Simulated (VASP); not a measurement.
# ZrB in VASP: a series of runs, part 2 of 2

VASP 6.6.1. Earlier steps stand in the parts before.

## Step 6: Single point, PBE (14.79 Å³/atom)

Input file INCAR:

```
PREC     = Accurate       # precision mode
ENCUT    = 500            # plane-wave cutoff, eV
EDIFF    = 1E-6           # SCF threshold, eV
ISMEAR   = 0              # smearing method
SIGMA    = 0.05           # smearing width, eV
LREAL    = False          # projectors in reciprocal space
LASPH    = True           # aspherical terms in the spheres
NELM     = 120            # most SCF steps
ALGO     = Normal         # electronic algorithm
ISIF     = 2              # what is computed and relaxed
LWAVE    = False          # write WAVECAR
LCHARG   = False          # write CHGCAR
GGA      = PE             # functional
NBANDS   = 14             # bands
GGA_COMPAT= False
```

Input file KPOINTS:

```
Automatic mesh
0
Gamma
  12 12 12
```

Input file POSCAR:

```
ZrB
1.0
    0.0000000000      2.4543887794      2.4543887794
    2.4543887794      0.0000000000      2.4543887794
    2.4543887794      2.4543887794      0.0000000000
Zr B
1 1
Direct
    0.5000000000      0.5000000000      0.5000000000
    0.0000000000      0.0000000000      0.0000000000
```

Potentials or basis: VASP PAW PBE potentials, release 64 (Zr_sv, B).

Command:

```sh
$ cat potpaw_PBE.64/Zr_sv/POTCAR potpaw_PBE.64/B/POTCAR > POTCAR
$ mpirun -np 1 vasp_std > vasp.out
```

OUTCAR:

```text
PREC = Accurate
   ENCUT = 500
   EDIFF = 1E-6
   ISMEAR = 0
   LREAL = False
   LASPH = True
   NELM = 120
   ISIF = 2
   GGA = PE

 ion  position               nearest neighbor table
   1  0.500  0.500  0.500-   2 2.45   2 2.45   2 2.45   2 2.45   2 2.45   2 2.45
   2  0.000  0.000  0.000-   1 2.45   1 2.45   1 2.45   1 2.45   1 2.45   1 2.45

  LATTYP: Found a face centered cubic cell.
 ALAT       =     4.9087775588

  Lattice vectors:

 A1 = (   0.0000000000,   2.4543887794,   2.4543887794)
 A2 = (   2.4543887794,   0.0000000000,   2.4543887794)
 A3 = (   2.4543887794,   2.4543887794,   0.0000000000)

Analysis of symmetry for initial positions (statically):
=====================================================================
 Subroutine PRICEL returns:
 Original cell was already a primitive cell.

 Routine SETGRP: Setting up the symmetry group for a
 face centered cubic supercell.

 Subroutine GETGRP returns: Found 48 space group operations
 (whereof 48 operations were pure point group operations)
 out of a pool of 48 trial point group operations.

The static configuration has the point symmetry O_h .

Analysis of symmetry for dynamics (positions and initial velocities):
[... 178 lines left out ...]
     10      10.5514      0.00000
     11      10.8433      0.00000
     12      10.8433      0.00000
     13      10.8433      0.00000
     14      18.3758      0.00000
[... 377 lines left out ...]
      1     -40.0127      2.00000
      2     -18.3825      2.00000
      3     -18.0567      2.00000
      4     -17.9780      2.00000
      5       2.7843      2.00000
      6       4.2393      2.00000
      7       6.4101      2.00000
      8       6.5626      2.00000
      9      11.8618      0.00000
     10      11.9742      0.00000
     11      13.0605      0.00000
     12      16.3191      0.00000
     13      17.1251      0.00000
     14      17.7703      0.00000

 [... further k-points ...]

------------------------ aborting loop because EDIFF is reached ----------------------------------------

  FORCE on cell =-STRESS in cart. coord.  units (eV):
  Direction    XX          YY          ZZ          XY          YZ          ZX
  --------------------------------------------------------------------------------------
  -------------------------------------------------------------------------------------
  Total       -0.0574067     -0.0574067     -0.0574067      0.0000000     -0.0000000     -0.0000000
  in kB       -3.1103749     -3.1103749     -3.1103749      0.0000000     -0.0000000     -0.0000000
  external PRESSURE =      -3.1103749 kB  Pullay stress =       0.0000000 kB

 VOLUME and BASIS-vectors are now :
 -----------------------------------------------------------------------------
  energy-cutoff  :      500.00
  volume of cell :       29.57
      direct lattice vectors                 reciprocal lattice vectors
     0.000000000  2.454388779  2.454388779    -0.203716707  0.203716707  0.203716707
     2.454388779  0.000000000  2.454388779     0.203716707 -0.203716707  0.203716707
     2.454388779  2.454388779  0.000000000     0.203716707  0.203716707 -0.203716707

 POSITION                                       TOTAL-FORCE (eV/Angst)
 -----------------------------------------------------------------------------------
      2.45439      2.45439      2.45439        -0.000000     -0.000000      0.000000
      0.00000      0.00000      0.00000         0.000000      0.000000     -0.000000
 -----------------------------------------------------------------------------------
    total drift:                                0.000000      0.000000      0.000000

  FREE ENERGIE OF THE ION-ELECTRON SYSTEM (eV)
  ---------------------------------------------------
  free  energy   TOTEN  =       -16.0081727468 eV

  energy  without entropy=      -16.0071121705  energy(sigma->0) =      -16.00764246
```

OSZICAR:

```text
N       E                     dE             d eps       ncg     rms          rms(c)
DAV:   1     0.902687359976E+02    0.90269E+02   -0.76588E+03  2016   0.992E+02
DAV:   2    -0.124402529804E+02   -0.10271E+03   -0.98402E+02  2502   0.275E+02
DAV:   3    -0.176447677439E+02   -0.52045E+01   -0.51406E+01  3316   0.517E+01
DAV:   4    -0.179028645499E+02   -0.25810E+00   -0.25805E+00  2460   0.686E+00
DAV:   5    -0.179055665261E+02   -0.27020E-02   -0.27019E-02  2770   0.756E-01    0.168E+01
DAV:   6    -0.160104893859E+02    0.18951E+01   -0.29103E+00  2316   0.145E+01    0.565E+00
DAV:   7    -0.160077299417E+02    0.27594E-02   -0.26612E-01  2814   0.350E+00    0.266E+00
DAV:   8    -0.160085853475E+02   -0.85541E-03   -0.32979E-02  2510   0.150E+00    0.283E-01
DAV:   9    -0.160080641207E+02    0.52123E-03   -0.28734E-03  2504   0.317E-01    0.146E-01
DAV:  10    -0.160081804016E+02   -0.11628E-03   -0.43704E-04  2304   0.230E-01    0.335E-02
DAV:  11    -0.160081741249E+02    0.62767E-05   -0.23233E-05  2562   0.394E-02    0.421E-03
DAV:  12    -0.160081727376E+02    0.13874E-05   -0.14317E-06  1664   0.129E-02    0.356E-03
DAV:  13    -0.160081727468E+02   -0.92077E-08   -0.13130E-07  1242   0.378E-03
   1 F= -.16008173E+02 E0= -.16007642E+02  d E =-.106058E-02
```

It took 27 s on 1 thread of Intel Xeon Platinum 8488C (Sapphire Rapids), shared host; peak memory 0.17 GiB.

Results:

```yaml
Free_energy: -16.0082 eV
Pressure: -0.3 GPa
Band_gap_on_the_k_mesh: zero (an odd number of electrons rules out a gap without spin polarisation)
```

## Step 7: Overview

```tsv
cell	k mesh	cutoff (eV)	gap on the mesh (eV)	pressure (GPa)
a = 6.928, b = 3.471, c = 3.471 Å, angles 60.0, 59.9, 59.9°, 4 atoms, atomic positions A	9 × 9 × 9	520	none	0.1
a = 3.299 Å, angles 60.0°, 2 atoms, atomic positions B	12 × 12 × 12	500	none	32.4
a = 3.426 Å, angles 60.0°, 2 atoms, atomic positions B	12 × 12 × 12	500	none	6.4
a = 3.471 Å, angles 60.0°, 2 atoms, atomic positions B	12 × 12 × 12	500	none	-0.3
```

Alike in all rows: task single point; level PBE; potentials or basis VASP PAW PBE potentials, release 64 (Zr_sv, B); no spin polarisation; smearing gaussian 0.05 eV.

Caveats: the cell stands under pressure (at least some runs).

Absolute energies hang on the potentials; compare differences alone.
